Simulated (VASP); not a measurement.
# AlPt (P2_13) in VASP: further runs

Runs on AlPt. Level: PBEsol. Tasks: single point.

All numbers are computed with VASP 6.6.1; they aren't measurements. Logs are shortened: lines on timing, memory, paths and dates and some standing lists are left out, and cuts for length are marked.

## Step 1: The cell of the first run

It takes space group P2_13 (No. 198, cubic). Conventional cell: a = 4.943 Å, b = 4.943 Å, c = 4.943 Å, α = 90.00°, β = 90.00°, γ = 90.00°. Al (site symmetry 3) has 7 Pt at 2.64 to 2.66 Å and 6 Al at 3.06 Å within 3.5 Å. Within 3.5 Å of Pt (site symmetry 3) lie 7 Al at 2.64 to 2.66 Å and 6 Pt at 3.06 Å.

## Step 2: Single point, PBEsol

Contents of INCAR:

```
SYSTEM = AlPt
PREC = Accurate
ENCUT = 520
EDIFF = 1E-6
ISMEAR = 0
SIGMA = 0.1
LREAL = .False.
LASPH = .True.
NELM = 100
ALGO = Normal
ISIF = 2
LWAVE = .False.
LCHARG = .False.
GGA = PS
NBANDS = 36
```

Contents of KPOINTS:

```
Automatic mesh
0
Gamma
  6 6 6
  0 0 0
```

Contents of POSCAR:

```
AlPt
1.0
    4.9431358364      0.0000000000      0.0000000000
    0.0000000000      4.9431358364      0.0000000000
    0.0000000000      0.0000000000      4.9431358364
Al Pt
4 4
Direct
    0.8440320000      0.8440320000      0.8440320000
    0.6559680000      0.1559680000      0.3440320000
    0.3440320000      0.6559680000      0.1559680000
    0.1559680000      0.3440320000      0.6559680000
    0.1550630000      0.1550630000      0.1550630000
    0.3449370000      0.8449370000      0.6550630000
    0.6550630000      0.3449370000      0.8449370000
    0.8449370000      0.6550630000      0.3449370000
```

Potentials or basis: VASP PAW PBE potentials, release 64 (Al, Pt).

On the command line:

```sh
$ cat potpaw_PBE.64/Al/POTCAR potpaw_PBE.64/Pt/POTCAR > POTCAR
$ mpirun -np 1 vasp_std > vasp.out
```

OUTCAR:

```text
SYSTEM = AlPt
   PREC = Accurate
   ENCUT = 520
   EDIFF = 1E-6
   ISMEAR = 0
   LREAL = .False.
   LASPH = .True.
   NELM = 100
   ISIF = 2
   GGA = PS

 ion  position               nearest neighbor table
   1  0.844  0.844  0.844-   6 2.64   7 2.64   8 2.64   6 2.65   7 2.65   8 2.65   5 2.66   3 3.06
                             4 3.06   2 3.06   2 3.06   4 3.06   3 3.06
   2  0.656  0.156  0.344-   5 2.64   7 2.64   8 2.64   7 2.65   8 2.65   5 2.65   6 2.66   1 3.06
                             1 3.06   3 3.06   3 3.06   4 3.06   4 3.06
   3  0.344  0.656  0.156-   5 2.64   6 2.64   8 2.64   8 2.65   6 2.65   5 2.65   7 2.66   1 3.06
                             4 3.06   2 3.06   2 3.06   4 3.06   1 3.06
   4  0.156  0.344  0.656-   5 2.64   6 2.64   7 2.64   6 2.65   5 2.65   7 2.65   8 2.66   1 3.06
                             3 3.06   2 3.06   1 3.06   2 3.06   3 3.06
   5  0.155  0.155  0.155-   2 2.64   3 2.64   4 2.64   2 2.65   3 2.65   4 2.65   1 2.66   6 3.06
                             7 3.06   8 3.06   6 3.06   8 3.06   7 3.06
   6  0.345  0.845  0.655-   1 2.64   3 2.64   4 2.64   3 2.65   4 2.65   1 2.65   2 2.66   8 3.06
                             5 3.06   5 3.06   7 3.06   7 3.06   8 3.06
   7  0.655  0.345  0.845-   1 2.64   2 2.64   4 2.64   4 2.65   2 2.65   1 2.65   3 2.66   8 3.06
                             5 3.06   8 3.06   6 3.06   6 3.06   5 3.06
   8  0.845  0.655  0.345-   1 2.64   2 2.64   3 2.64   2 2.65   1 2.65   3 2.65   4 2.66   7 3.06
                             5 3.06   7 3.06   5 3.06   6 3.06   6 3.06

  LATTYP: Found a simple cubic cell.
 ALAT       =     4.9431358364

  Lattice vectors:

 A1 = (   4.9431358364,   0.0000000000,   0.0000000000)
 A2 = (   0.0000000000,   4.9431358364,   0.0000000000)
 A3 = (   0.0000000000,   0.0000000000,   4.9431358364)

Analysis of symmetry for initial positions (statically):
=====================================================================
 Subroutine PRICEL returns:
 Original cell was already a primitive cell.

 Routine SETGRP: Setting up the symmetry group for a
 simple cubic supercell.

 Subroutine GETGRP returns: Found 12 space group operations
 (whereof  3 operations were pure point group operations)
 out of a pool of 48 trial point group operations.

The static configuration has the point symmetry C_3 .
 The point group associated with its full space group is T   .

Analysis of symmetry for dynamics (positions and initial velocities):
=====================================================================
 Subroutine PRICEL returns:
 Original cell was already a primitive cell.

 Routine SETGRP: Setting up the symmetry group for a
 simple cubic supercell.

 Subroutine GETGRP returns: Found 12 space group operations
 (whereof  3 operations were pure point group operations)
 out of a pool of 48 trial point group operations.

The dynamic configuration has the point symmetry C_3 .
 The point group associated with its full space group is T   .

 Subroutine INISYM returns: Found 12 space group operations
 (whereof  3 operations are pure point group operations),
 and found     1 'primitive' translations

----------------------------------------------------------------------------------------

                                     Primitive cell

  volume of cell :     120.7835

  direct lattice vectors                    reciprocal lattice vectors
     4.943135836  0.000000000  0.000000000     0.202300732  0.000000000  0.000000000
     0.000000000  4.943135836  0.000000000     0.000000000  0.202300732  0.000000000
     0.000000000  0.000000000  4.943135836     0.000000000  0.000000000  0.202300732

  length of vectors
     4.943135836  4.943135836  4.943135836     0.202300732  0.202300732  0.202300732

  position of ions in fractional coordinates (direct lattice)
     0.844032000  0.844032000  0.844032000
     0.655968000  0.155968000  0.344032000
     0.344032000  0.655968000  0.155968000
     0.155968000  0.344032000  0.655968000
     0.155063000  0.155063000  0.155063000
     0.344937000  0.844937000  0.655063000
     0.655063000  0.344937000  0.844937000
     0.844937000  0.655063000  0.344937000

  ion indices of the primitive-cell ions
   primitive index   ion index
                 1           1
                 2           2
                 3           3
                 4           4
                 5           5
                 6           6
                 7           7
                 8           8

----------------------------------------------------------------------------------------

 KPOINTS: Automatic mesh

Automatic generation of k-mesh.
 Grid dimensions read from file:
 generate k-points for:    6    6    6

 Generating k-lattice:

  Cartesian coordinates                     Fractional coordinates (reciprocal lattice)
     0.033716789  0.000000000  0.000000000     0.166666667  0.000000000  0.000000000
     0.000000000  0.033716789  0.000000000     0.000000000  0.166666667  0.000000000
     0.000000000  0.000000000  0.033716789     0.000000000  0.000000000  0.166666667

  Length of vectors
     0.033716789  0.033716789  0.033716789

  Shift w.r.t. Gamma in fractional coordinates (k-lattice)
     0.000000000  0.000000000  0.000000000

 Subroutine IBZKPT returns following result:
 ===========================================

 Found     24 irreducible k-points:

 Following reciprocal coordinates:
            Coordinates               Weight
  0.000000  0.000000  0.000000      1.000000
  0.166667  0.000000  0.000000      6.000000
  0.333333  0.000000  0.000000      6.000000
  0.500000  0.000000  0.000000      3.000000
  0.166667  0.166667  0.000000     12.000000
  0.333333  0.166667  0.000000     12.000000
[... 16 lines left out ...]
  0.500000  0.500000  0.333333      6.000000
  0.500000  0.500000  0.500000      1.000000
   k-points           NKPTS =     24   k-points in BZ     NKDIM =     24   number of bands    NBANDS=     36
   number of dos      NEDOS =    301   number of ions     NIONS =      8
   total plane-waves  NPLWV =  64000
   dimension x,y,z NGX =    40 NGY =   40 NGZ =   40
   dimension x,y,z NGXF=    80 NGYF=   80 NGZF=   80
   ions per type =               4   4
   NGX,Y,Z   is equivalent  to a cutoff of  13.45, 13.45, 13.45 a.u.
   NGXF,Y,Z  is equivalent  to a cutoff of  26.91, 26.91, 26.91 a.u.
 SYSTEM =  AlPt
   PREC   = accura    normal or accurate (medium, high low for compatibility)
   ISTART =      0    job   : 0-new  1-cont  2-samecut
   ICHARG =      2    charge: 1-file 2-atom 10-const
   ISPIN  =      1    spin polarized calculation?
   LNONCOLLINEAR =      F non collinear calculations
   LSORBIT =      F    spin-orbit coupling
   LASPH  =      T    aspherical Exc in radial PAW
   ENCUT  =  520.0 eV  38.22 Ry    6.18 a.u.   9.19  9.19  9.19*2*pi/ulx,y,z
   NELM   =    100;   NELMIN=  2; NELMDL= -5     # of ELM steps
   EDIFF  = 0.1E-05   stopping-criterion for ELM
   LREAL  =      F    real-space projection
   EDIFFG = 0.1E-04   stopping-criterion for IOM
   NSW    =      0    number of steps for IOM
   IBRION =     -1    ionic relax: 0-MD 1-quasi-New 2-CG
   NFREE  =      0    steps in history (QN), initial steepest desc. (CG)
   ISIF   =      2    stress and relaxation
   ISYM   =      2    0-nonsym 1-usesym 2-fastsym
   POTIM  = 0.5000    time-step for ionic-motion
   TEBEG  =    0.0;   TEEND  =   0.0 temperature during run
   PSTRESS=    0.0 pullay stress
   NELECT =      52.0000    total number of electrons
   NUPDOWN=      -1.0000    fix difference up-down
   EMIN   =  10.00;   EMAX   =-10.00  energy-range for DOS
   EFERMI =   0.00;   METHOD = LEGACY
   ISMEAR =     0;   SIGMA  =   0.10  broadening in eV -4-tet -1-fermi 0-gaus
   EFERMI_NEDOS =   21; number of points for ismear=-14 and -15
   IALGO  =     38    algorithm
   IMIX   =      4    mixing-type and parameters
     AMIX     =   0.40;   BMIX     =  1.00
     AMIX_MAG =   1.60;   BMIX_MAG =  1.00
  volume/ion in A,a.u.               =      15.10       101.89
  Fermi-wavevector in a.u.,A,eV,Ry     =   1.236156  2.335997 20.790825  1.528082
  Thomas-Fermi vector in A             =   2.370776
   LORBIT       =      0    0 simple, 1 ext, 2 COOP (PROOUT), +10 PAW based schemes
   GGA     = PS    functional components
   LHFCALC =     F    Hartree Fock is set to
   AEXX    =    0.0000 exact exchange contribution
   IVDW    =     0    specifies the selected vdW correction
   LEPSILON=     F    determine dielectric tensor
   LRPA    =     F    only Hartree local field effects (RPA)
 non-spin polarized calculation
 Gauss-broadening in eV      SIGMA  =   0.10
  energy-cutoff  :      520.00
  volume of cell :      120.78
 maximum number of plane-waves:      3272
 NGX is ok and might be reduce to    40
   NGX = 19   NGY = 19   NGZ = 19

 number of electron      52.0000001 magnetization

 Free energy of the ion-electron system (eV)
  ---------------------------------------------------
  ext. energy  EPLUGINS =         0.00000000
  ---------------------------------------------------
  free energy    TOTEN  =       -52.51234878 eV

  energy without entropy =      -52.50406376  energy(sigma->0) =      -52.50820627

 E-fermi :   9.8330     XC(G=0): -12.0754

 val. band max:        9.7892935761   @ k =   0.1667   0.1667   0.1667
 cond. band min:       9.9698750585   @ k =   0.3333   0.3333   0.3333
 fundamental gap:      0.1805814824
 Fermi energy:         9.8330432017

 k-point     1 :       0.0000    0.0000    0.0000
  band No.  band energies     occupation
      1      -1.0745      2.00000
      2       3.1514      2.00000
      3       3.1514      2.00000
      4       3.1514      2.00000
      5       4.6024      2.00000
      6       4.6024      2.00000
[... 28 lines left out ...]
     35      14.6824      0.00000
     36      14.6824      0.00000

 k-point     2 :       0.1667    0.0000    0.0000
  band No.  band energies     occupation
      1      -0.8775      2.00000
      2       2.6754      2.00000
      3       3.2013      2.00000
      4       3.3029      2.00000
      5       4.3892      2.00000
      6       4.5188      2.00000
[... 28 lines left out ...]
     35      14.9696      0.00000
     36      15.6858      0.00000

 k-point     3 :       0.3333    0.0000    0.0000
  band No.  band energies     occupation
      1      -0.3011      2.00000
      2       1.7009      2.00000
      3       3.2945      2.00000
      4       3.3795      2.00000
      5       4.1627      2.00000
      6       4.3780      2.00000
[... 28 lines left out ...]
     35      15.1397      0.00000
     36      16.1772      0.00000

 k-point     4 :       0.5000    0.0000    0.0000
  band No.  band energies     occupation
      1       0.6023      2.00000
      2       0.6023      2.00000
      3       3.3666      2.00000
      4       3.3666      2.00000
      5       4.1980      2.00000
      6       4.1980      2.00000
[... 28 lines left out ...]
     35      15.6288      0.00000
     36      15.6288      0.00000

 k-point     5 :       0.1667    0.1667    0.0000
  band No.  band energies     occupation
      1      -0.6831      2.00000
      2       2.7017      2.00000
      3       2.8669      2.00000
      4       3.4079      2.00000
      5       4.3015      2.00000
      6       4.4762      2.00000
[... 655 lines left out ...]
 k-point    22 :       0.5000    0.3333    0.3333
  band No.  band energies     occupation
      1       1.8602      2.00000
      2       1.8602      2.00000
      3       2.9545      2.00000
      4       2.9545      2.00000
      5       3.7258      2.00000
      6       3.7258      2.00000
[... 28 lines left out ...]
     35      16.5596      0.00000
     36      16.5596      0.00000

 k-point    23 :       0.5000    0.5000    0.3333
  band No.  band energies     occupation
      1       2.4679      2.00000
      2       2.4679      2.00000
      3       2.4691      2.00000
      4       2.4691      2.00000
      5       3.9217      2.00000
      6       3.9217      2.00000
[... 28 lines left out ...]
     35      17.0388      0.00000
     36      17.0443      0.00000

 k-point    24 :       0.5000    0.5000    0.5000
  band No.  band energies     occupation
      1       2.6969      2.00000
      2       2.6969      2.00000
      3       2.6969      2.00000
      4       2.6969      2.00000
      5       3.9690      2.00000
      6       3.9690      2.00000
[... 28 lines left out ...]
     35      16.7823      0.00000
     36      16.7823      0.00000

------------------------ aborting loop because EDIFF is reached ----------------------------------------

  FORCE on cell =-STRESS in cart. coord.  units (eV):
  Direction    XX          YY          ZZ          XY          YZ          ZX
  --------------------------------------------------------------------------------------
  -------------------------------------------------------------------------------------
  Total       -6.3204709     -6.3204709     -6.3204709     -0.0000000      0.0000000     -0.0000000
  in kB      -83.8402151    -83.8402151    -83.8402151     -0.0000000      0.0000000     -0.0000000
  external PRESSURE =     -83.8402151 kB  Pullay stress =       0.0000000 kB

 VOLUME and BASIS-vectors are now :
 -----------------------------------------------------------------------------
  energy-cutoff  :      520.00
  volume of cell :      120.78
      direct lattice vectors                 reciprocal lattice vectors
     4.943135836  0.000000000  0.000000000     0.202300732  0.000000000  0.000000000
     0.000000000  4.943135836  0.000000000     0.000000000  0.202300732  0.000000000
     0.000000000  0.000000000  4.943135836     0.000000000  0.000000000  0.202300732

 POSITION                                       TOTAL-FORCE (eV/Angst)
 -----------------------------------------------------------------------------------
      4.17216      4.17216      4.17216        -0.018765     -0.018765     -0.018765
      3.24254      0.77097      1.70060         0.018765      0.018765     -0.018765
      1.70060      3.24254      0.77097        -0.018765      0.018765      0.018765
      0.77097      1.70060      3.24254         0.018765     -0.018765      0.018765
      0.76650      0.76650      0.76650        -0.024135     -0.024135     -0.024135
      1.70507      4.17664      3.23807         0.024135      0.024135     -0.024135
      3.23807      1.70507      4.17664        -0.024135      0.024135      0.024135
      4.17664      3.23807      1.70507         0.024135     -0.024135      0.024135
 -----------------------------------------------------------------------------------
    total drift:                               -0.000000     -0.000000      0.000000

  FREE ENERGIE OF THE ION-ELECTRON SYSTEM (eV)
  ---------------------------------------------------
  free  energy   TOTEN  =       -52.5123487762 eV

  energy  without entropy=      -52.5040637624  energy(sigma->0) =      -52.50820627
```

Run time: 82 s. Hardware: 1 thread of Intel Xeon Platinum 8488C (Sapphire Rapids), shared host; peak memory 0.28 GiB.

What came out:

- Free energy: -52.5123 eV
- Pressure: -8.4 GPa
- Largest force: 0.042 eV/Å
- Band gap on the k mesh: zero (band 26 reaches 10.16 eV, above the bottom of band 27 at 8.99 eV)

Forces in eV/Å, atoms in the order of the input:
```
Al  -0.019 -0.019 -0.019
Al   0.019  0.019 -0.019
Al  -0.019  0.019  0.019
Al   0.019 -0.019  0.019
Pt  -0.024 -0.024 -0.024
Pt   0.024  0.024 -0.024
Pt  -0.024  0.024  0.024
Pt   0.024 -0.024  0.024
```

Caveat: the PAW data sets were made with another functional, which shifts forces and pressure a little; spin-orbit coupling is left out, which moves the levels of the heavy elements.

(Continued in part 2 of 2.)
